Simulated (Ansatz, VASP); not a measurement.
## Two plane-wave programs on TiO

```xyz
2
Lattice="2.6492 0.0000 0.0000 -1.3246 2.2943 0.0000 0.0000 0.0000 3.1290" Properties=species:S:1:pos:R:3 pbc="T T T"
Ti    1.3246    0.7648    0.0000
O     0.0000    0.0000    1.5645
```

Alike in both runs: task single point; functional PBEsol; k mesh 18 × 18 × 16; occupations gaussian, width 0.15 eV; no spin polarisation.

```csv
,VASP,Ansatz
version,VASP 6.6.1,Ansatz 0.2.0
potentials or method,"VASP PAW PBE potentials, release 64 (Ti_sv, O), cutoff 520 eV","scalar-relativistic, plane waves, PAW"
valence electrons in the cell,18,18
```

Ansatz gave:

| Quantity | Value |
| --- | --- |
| gap on the k mesh at the Fermi level (eV) | none |
| pressure (GPa) | -3.7 |
| traceless stress, the component that is largest in VASP (GPa) | -48.46 |

Problem. Estimate VASP's values.

Solution. gap on the k mesh at the Fermi level (eV): none; pressure (GPa): -3.1; traceless stress, the component that is largest in VASP (GPa): -48.18.

VASP's potentials were made for PBE, not for PBEsol, and Ansatz warns of the same on its side. A gap of «none» marks a metal or a gap that the smearing closes. The functional is the same, so the differences come from potentials, cutoffs and numerics.
